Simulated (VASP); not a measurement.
TePb: single point with revPBE

Crystal: TePb.

```
Pb Te
1.0
     0.00000    3.20931    3.20931
     3.20931    0.00000    3.20931
     3.20931    3.20931    0.00000
Pb Te
1 1
Direct
  0.00000 0.00000 0.00000
  0.50000 0.50000 0.50000
```

| Quantity | Value |
| --- | --- |
| Program | VASP 6.6.1 |
| Task | single point |
| Functional | revPBE |
| Potentials or basis | VASP PAW PBE potentials, release 64 (Pb_d, Te) |
| Cutoff | 520 eV |
| k mesh | 7 × 7 × 7 |
| Occupations | fermi-dirac, width 0.05 eV |
| Spin | no spin polarisation |

```
Pressure : 4.2 GPa
```

Levels at points of the mesh, in eV from the Fermi level:
```csv
k point,band 6,band 7,band 8,band 9,band 10,band 11,band 12,band 13,band 14,band 15
"(0.00, 0.00, 0.00)",-12.59,-5.93,-1.85,-1.85,-1.85,3.71,3.71,3.71,5.35,5.35
```

It took 62 s on 1 thread of AMD EPYC 7R13, with other jobs on the host, peak memory 0.18 GiB.

Caveat: this odd mesh misses L, where the gap lies, so gap, dielectric constants and Born charges aren't listed; the PAW data sets were made with another functional, which shifts forces and pressure a little; spin-orbit coupling is left out, which moves the levels of the heavy elements.
